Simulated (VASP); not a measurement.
# HfC (Fm-3m) in VASP: single point with r2SCAN

Aim: the single point of HfC with r2SCAN.

All numbers are computed with VASP 6.6.1; they aren't measurements. Logs are shortened: lines on timing, memory, paths and dates and some standing lists are left out, and cuts for length are marked.

**1. The cell of the first run**

The structure is cubic, space group Fm-3m (No. 225). The conventional cell has a = 4.587 Å, b = 4.587 Å, c = 4.587 Å, α = 90.00°, β = 90.00°, γ = 90.00°. Within 3.0 Å of Hf (site symmetry m-3m) lie 6 C at 2.29 Å. Within 3.0 Å of C (site symmetry m-3m) lie 6 Hf at 2.29 Å.

**2. Single point, r2SCAN**

POSCAR

```
HfC
1.0
    0.0000000000      2.2932637843      2.2932637843
    2.2932637843      0.0000000000      2.2932637843
    2.2932637843      2.2932637843      0.0000000000
Hf C
1 1
Direct
    0.0000000000      0.0000000000      0.0000000000
    0.5000000000      0.5000000000      0.5000000000
```

INCAR.step1

```
ALGO = Normal
EDIFF = 1E-4
ENCUT = 520
GGA = PE
ISMEAR = 0
LASPH = True
LCHARG = False
LREAL = False
LWAVE = True
NBANDS = 14
NELM = 100
PREC = Accurate
SIGMA = 0.1
```

INCAR.step2

```
ALGO = Normal
EDIFF = 1E-6
ENCUT = 520
ISIF = 2
ISMEAR = 0
ISTART = 1
LASPH = True
LCHARG = False
LMIXTAU = True
LREAL = False
LWAVE = False
METAGGA = R2SCAN
NBANDS = 14
NELM = 100
PREC = Accurate
SIGMA = 0.1
```

KPOINTS

```
k-points
0
Gamma
  6 6 6
```

Potentials or basis: VASP PAW PBE potentials, release 64 (Hf_pv, C).

On the command line:

```bash
$ cat potpaw_PBE.64/Hf_pv/POTCAR potpaw_PBE.64/C/POTCAR > POTCAR
$ cp INCAR.step1 INCAR
$ mpirun -np 1 vasp_std > vasp.out
$ cp INCAR.step2 INCAR
$ mpirun -np 1 vasp_std > vasp.out
```

OUTCAR:

```text
EDIFF = 1E-6
   ENCUT = 520
   ISIF = 2
   ISMEAR = 0
   ISTART = 1
   LASPH = True
   LREAL = False
   METAGGA = R2SCAN
   NELM = 100
   PREC = Accurate

 ion  position               nearest neighbor table
   1  0.000  0.000  0.000-   2 2.29   2 2.29   2 2.29   2 2.29   2 2.29   2 2.29
   2  0.500  0.500  0.500-   1 2.29   1 2.29   1 2.29   1 2.29   1 2.29   1 2.29

  LATTYP: Found a face centered cubic cell.
 ALAT       =     4.5865275686

  Lattice vectors:

 A1 = (   0.0000000000,   2.2932637843,   2.2932637843)
 A2 = (   2.2932637843,   0.0000000000,   2.2932637843)
 A3 = (   2.2932637843,   2.2932637843,   0.0000000000)

Analysis of symmetry for initial positions (statically):
=====================================================================
 Subroutine PRICEL returns:
 Original cell was already a primitive cell.

 Routine SETGRP: Setting up the symmetry group for a
 face centered cubic supercell.

 Subroutine GETGRP returns: Found 48 space group operations
 (whereof 48 operations were pure point group operations)
 out of a pool of 48 trial point group operations.

The static configuration has the point symmetry O_h .

Analysis of symmetry for dynamics (positions and initial velocities):
=====================================================================
 Subroutine PRICEL returns:
 Original cell was already a primitive cell.

 Routine SETGRP: Setting up the symmetry group for a
 face centered cubic supercell.

 Subroutine GETGRP returns: Found 48 space group operations
 (whereof 48 operations were pure point group operations)
 out of a pool of 48 trial point group operations.

The dynamic configuration has the point symmetry O_h .

 Subroutine INISYM returns: Found 48 space group operations
 (whereof 48 operations are pure point group operations),
 and found     1 'primitive' translations

----------------------------------------------------------------------------------------

                                     Primitive cell

  volume of cell :      24.1208

  direct lattice vectors                    reciprocal lattice vectors
     0.000000000  2.293263784  2.293263784    -0.218029868  0.218029868  0.218029868
     2.293263784  0.000000000  2.293263784     0.218029868 -0.218029868  0.218029868
     2.293263784  2.293263784  0.000000000     0.218029868  0.218029868 -0.218029868

  length of vectors
     3.243164746  3.243164746  3.243164746     0.377638809  0.377638809  0.377638809

  position of ions in fractional coordinates (direct lattice)
     0.000000000  0.000000000  0.000000000
     0.500000000  0.500000000  0.500000000

  ion indices of the primitive-cell ions
   primitive index   ion index
                 1           1
                 2           2

----------------------------------------------------------------------------------------

 KPOINTS: k-points

Automatic generation of k-mesh.
 Grid dimensions read from file:
 generate k-points for:    6    6    6

 Generating k-lattice:

  Cartesian coordinates                     Fractional coordinates (reciprocal lattice)
    -0.036338311  0.036338311  0.036338311     0.166666667  0.000000000  0.000000000
     0.036338311 -0.036338311  0.036338311     0.000000000  0.166666667  0.000000000
     0.036338311  0.036338311 -0.036338311     0.000000000  0.000000000  0.166666667

  Length of vectors
     0.062939801  0.062939801  0.062939801

  Shift w.r.t. Gamma in fractional coordinates (k-lattice)
     0.000000000  0.000000000  0.000000000

 Subroutine IBZKPT returns following result:
 ===========================================

 Found     16 irreducible k-points:

 Following reciprocal coordinates:
            Coordinates               Weight
  0.000000  0.000000  0.000000      1.000000
  0.166667  0.000000  0.000000      8.000000
  0.333333  0.000000  0.000000      8.000000
  0.500000  0.000000  0.000000      4.000000
  0.166667  0.166667  0.000000      6.000000
  0.333333  0.166667  0.000000     24.000000
[... 8 lines left out ...]
 -0.333333  0.333333  0.166667     24.000000
 -0.333333  0.500000  0.166667     12.000000
   k-points           NKPTS =     16   k-points in BZ     NKDIM =     16   number of bands    NBANDS=     14
   number of dos      NEDOS =    301   number of ions     NIONS =      2
   total plane-waves  NPLWV =  13824
   dimension x,y,z NGX =    24 NGY =   24 NGZ =   24
   dimension x,y,z NGXF=    48 NGYF=   48 NGZF=   48
   ions per type =               1   1
   NGX,Y,Z   is equivalent  to a cutoff of  12.30, 12.30, 12.30 a.u.
   NGXF,Y,Z  is equivalent  to a cutoff of  24.60, 24.60, 24.60 a.u.
 SYSTEM =  unknown system
   PREC   = accura    normal or accurate (medium, high low for compatibility)
   ISTART =      1    job   : 0-new  1-cont  2-samecut
   ICHARG =      0    charge: 1-file 2-atom 10-const
   ISPIN  =      1    spin polarized calculation?
   LNONCOLLINEAR =      F non collinear calculations
   LSORBIT =      F    spin-orbit coupling
   LASPH  =      T    aspherical Exc in radial PAW
   ENCUT  =  520.0 eV  38.22 Ry    6.18 a.u.   6.03  6.03  6.03*2*pi/ulx,y,z
   NELM   =    100;   NELMIN=  2; NELMDL=  0     # of ELM steps
   EDIFF  = 0.1E-05   stopping-criterion for ELM
   LREAL  =      F    real-space projection
   EDIFFG = 0.1E-04   stopping-criterion for IOM
   NSW    =      0    number of steps for IOM
   IBRION =     -1    ionic relax: 0-MD 1-quasi-New 2-CG
   NFREE  =      0    steps in history (QN), initial steepest desc. (CG)
   ISIF   =      2    stress and relaxation
   ISYM   =      2    0-nonsym 1-usesym 2-fastsym
   POTIM  = 0.5000    time-step for ionic-motion
   TEBEG  =    0.0;   TEEND  =   0.0 temperature during run
   PSTRESS=    0.0 pullay stress
   NELECT =      14.0000    total number of electrons
   NUPDOWN=      -1.0000    fix difference up-down
   EMIN   =  10.00;   EMAX   =-10.00  energy-range for DOS
   EFERMI =   0.00;   METHOD = LEGACY
   ISMEAR =     0;   SIGMA  =   0.10  broadening in eV -4-tet -1-fermi 0-gaus
   EFERMI_NEDOS =   21; number of points for ismear=-14 and -15
   IALGO  =     38    algorithm
   IMIX   =      4    mixing-type and parameters
     AMIX     =   0.40;   BMIX     =  1.00
     AMIX_MAG =   1.60;   BMIX_MAG =  1.00
  volume/ion in A,a.u.               =      12.06        81.39
  Fermi-wavevector in a.u.,A,eV,Ry     =   1.365589  2.580590 25.372616  1.864835
  Thomas-Fermi vector in A             =   2.491805
   LORBIT       =      0    0 simple, 1 ext, 2 COOP (PROOUT), +10 PAW based schemes
   METAGGA = R2SCAN    functional components
   LHFCALC =     F    Hartree Fock is set to
   AEXX    =    0.0000 exact exchange contribution
   IVDW    =     0    specifies the selected vdW correction
   LEPSILON=     F    determine dielectric tensor
   LRPA    =     F    only Hartree local field effects (RPA)
 non-spin polarized calculation
 Gauss-broadening in eV      SIGMA  =   0.10
  energy-cutoff  :      520.00
  volume of cell :       24.12
 maximum number of plane-waves:       656
   NGX = 13   NGY = 13   NGZ = 13

 number of electron      14.0000001 magnetization

 Free energy of the ion-electron system (eV)
  ---------------------------------------------------
  ext. energy  EPLUGINS =         0.00000000
  ---------------------------------------------------
  free energy    TOTEN  =       -57.31136857 eV

  energy without entropy =      -57.30845941  energy(sigma->0) =      -57.30991399

 E-fermi :   6.0422     XC(G=0): -13.3304

 val. band max:        5.9614458367   @ k =   0.1667   0.1667   0.0000
 cond. band min:       6.0889306876   @ k =   0.5000   0.5000   0.0000
 fundamental gap:      0.1274848509
 Fermi energy:         6.0422320293

 k-point     1 :       0.0000    0.0000    0.0000
  band No.  band energies     occupation
      1     -24.3324      2.00000
      2     -24.3324      2.00000
      3     -24.3324      2.00000
      4      -7.0295      2.00000
      5       7.2473      0.00000
      6       7.2473      0.00000
      7       7.2473      0.00000
      8       7.8616      0.00000
      9       7.8616      0.00000
     10       7.8616      0.00000
     11       9.8880      0.00000
     12       9.8880      0.00000
     13      14.1998      0.00000
     14      18.0984      0.00000

 k-point     2 :       0.1667    0.0000    0.0000
  band No.  band energies     occupation
      1     -24.5452      2.00000
      2     -24.3514      2.00000
      3     -24.3514      2.00000
      4      -6.3001      2.00000
      5       4.5764      2.00000
      6       5.2666      2.00000
      7       5.2666      2.00000
      8       8.7743      0.00000
      9       8.7743      0.00000
     10       9.0774      0.00000
     11      12.5057      0.00000
     12      12.5058      0.00000
     13      15.5445      0.00000
     14      19.2193      0.00000

 k-point     3 :       0.3333    0.0000    0.0000
  band No.  band energies     occupation
      1     -24.9457      2.00000
      2     -24.3892      2.00000
      3     -24.3892      2.00000
      4      -4.5134      2.00000
      5       1.5238      2.00000
      6       3.5258      2.00000
      7       3.5258      2.00000
      8      10.3766      0.00000
      9      10.6866      0.00000
     10      10.6866      0.00000
     11      16.2240      0.00000
     12      16.3310      0.00000
     13      16.3310      0.00000
     14      19.2187      0.00000

 k-point     4 :       0.5000    0.0000    0.0000
  band No.  band energies     occupation
      1     -25.1349      2.00000
      2     -24.4078      2.00000
      3     -24.4078      2.00000
      4      -3.0382      2.00000
      5      -0.2954      2.00000
      6       2.9188      2.00000
      7       2.9188      2.00000
      8      12.1138      0.00000
      9      12.1138      0.00000
     10      12.6907      0.00000
     11      13.4140      0.00000
     12      18.6967      0.00000
     13      18.6967      0.00000
     14      19.2186      0.00000

 k-point     5 :       0.1667    0.1667    0.0000
  band No.  band energies     occupation
      1     -24.5280      2.00000
      2     -24.4004      2.00000
      3     -24.4004      2.00000
      4      -6.1366      2.00000
      5       3.5651      2.00000
      6       5.9614      1.74675
      7       5.9614      1.74675
      8       6.6954      0.00000
      9      10.3243      0.00000
     10      10.5270      0.00000
     11      10.5270      0.00000
[... 140 lines left out ...]
 k-point    14 :       0.5000    0.3333    0.1667
  band No.  band energies     occupation
      1     -24.9110      2.00000
      2     -24.6335      2.00000
      3     -24.4839      2.00000
      4      -4.3422      2.00000
      5       1.6959      2.00000
      6       3.7270      2.00000
      7       3.8467      2.00000
      8       8.6089      0.00000
      9      12.4589      0.00000
     10      12.8871      0.00000
     11      13.3586      0.00000
     12      16.5495      0.00000
     13      19.2169      0.00000
     14      19.3563      0.00000

 k-point    15 :      -0.3333    0.3333    0.1667
  band No.  band energies     occupation
      1     -24.9332      2.00000
      2     -24.7168      2.00000
      3     -24.5301      2.00000
      4      -4.0356      2.00000
      5       1.7038      2.00000
      6       3.3119      2.00000
      7       3.6649      2.00000
      8      10.3582      0.00000
      9      10.4439      0.00000
     10      13.2475      0.00000
     11      15.5053      0.00000
     12      15.7300      0.00000
     13      19.2186      0.00000
     14      19.5010      0.00000

 k-point    16 :      -0.3333    0.5000    0.1667
  band No.  band energies     occupation
      1     -24.9206      2.00000
      2     -24.7099      2.00000
      3     -24.6161      2.00000
      4      -4.5520      2.00000
      5       3.3380      2.00000
      6       3.5676      2.00000
      7       3.6347      2.00000
      8       8.4669      0.00000
      9      12.0482      0.00000
     10      13.6346      0.00000
     11      13.6662      0.00000
     12      15.5322      0.00000
     13      19.1926      0.00000
     14      19.2601      0.00000

------------------------ aborting loop because EDIFF is reached ----------------------------------------

  FORCE on cell =-STRESS in cart. coord.  units (eV):
  Direction    XX          YY          ZZ          XY          YZ          ZX
  --------------------------------------------------------------------------------------
  -------------------------------------------------------------------------------------
  Total        1.2546454      1.2546454      1.2546454     -0.0000000     -0.0000000      0.0000000
  in kB       83.3373224     83.3373224     83.3373224     -0.0000000     -0.0000000      0.0000000
  external PRESSURE =      83.3373224 kB  Pullay stress =       0.0000000 kB

 VOLUME and BASIS-vectors are now :
 -----------------------------------------------------------------------------
  energy-cutoff  :      520.00
  volume of cell :       24.12
      direct lattice vectors                 reciprocal lattice vectors
     0.000000000  2.293263784  2.293263784    -0.218029868  0.218029868  0.218029868
     2.293263784  0.000000000  2.293263784     0.218029868 -0.218029868  0.218029868
     2.293263784  2.293263784  0.000000000     0.218029868  0.218029868 -0.218029868

 POSITION                                       TOTAL-FORCE (eV/Angst)
 -----------------------------------------------------------------------------------
      0.00000      0.00000      0.00000         0.000000      0.000000      0.000000
      2.29326      2.29326      2.29326         0.000000      0.000000      0.000000
 -----------------------------------------------------------------------------------
    total drift:                                0.000000     -0.000000     -0.000000

  FREE ENERGIE OF THE ION-ELECTRON SYSTEM (eV)
  ---------------------------------------------------
  free  energy   TOTEN  =       -57.3113685688 eV

  energy  without entropy=      -57.3084594150  energy(sigma->0) =      -57.30991399
```

Wall time 11 s (1 thread of Intel Xeon 6975P-C (Granite Rapids), shared host); peak memory 0.14 GiB.

What came out:

* Free energy: -57.3114 eV
* Pressure: 8.3 GPa
* Band gap on the k mesh: zero (band 7 reaches 7.25 eV, above the bottom of band 8 at 5.81 eV)

Caveat: the k points lie up to 0.40 Å⁻¹ apart; the PAW data sets were made with another functional, which shifts forces and pressure a little; spin-orbit coupling is left out, which moves the levels of the heavy elements.
